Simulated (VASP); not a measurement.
HfO2, 12 atoms in the cell. Symmetry: P4mm, No. 99, tetragonal system. Conventional cell: a = 5.098 Å, b = 5.098 Å, c = 5.098 Å, α = 90.00°, β = 90.00°, γ = 90.00°. Hf (site symmetry 4mm) has 4 O at 1.83 Å within 2.4 Å. Within 2.9 Å of Hf (site symmetry 2mm) lie 8 O at 2.21 Å. Hf (site symmetry 4mm) has 8 O at 2.21 Å within 2.9 Å. O (site symmetry m) has 4 Hf at 1.83 to 2.21 Å within 2.4 Å. Within 2.9 Å of O (site symmetry m) lie 4 Hf at 2.21 to 2.85 Å and 6 O at 2.55 Å.  This cell differs from its parent crystal: atom 1 (Hf) moved by -0.930 Å along [0 1 0] and -0.000 Å along [0 0 1].

* Program: VASP 6.6.1
* Task: single point
* Functional: PBE
* Potentials or basis: VASP PAW PBE potentials, release 64 (Hf_pv, O)
* Cutoff: 520 eV
* k mesh: 6 × 6 × 6
* Occupations: gaussian, width 0.05 eV
* Spin: no spin polarisation
* Dipole correction: no
* Further INCAR settings: ALGO = Normal; EDIFF = 1e-06; NBANDS = 56

Potentials or basis: VASP PAW PBE potentials, release 64 (Hf_pv, O).

Launch:

```sh
$ cat potpaw_PBE.64/Hf_pv/POTCAR potpaw_PBE.64/O/POTCAR > POTCAR
$ mpirun -np 1 vasp_std > vasp.out
```

Hardware: 1 thread of Intel(R) Xeon(R) 6975P-C (Granite Rapids) (shared host).

How long does it take, and how much memory?

Wall time 2.5 min on 1 thread of Intel(R) Xeon(R) 6975P-C (Granite Rapids), on a shared host, peak memory 0.37 GiB. Counts: scf iterations 16, k points 40.
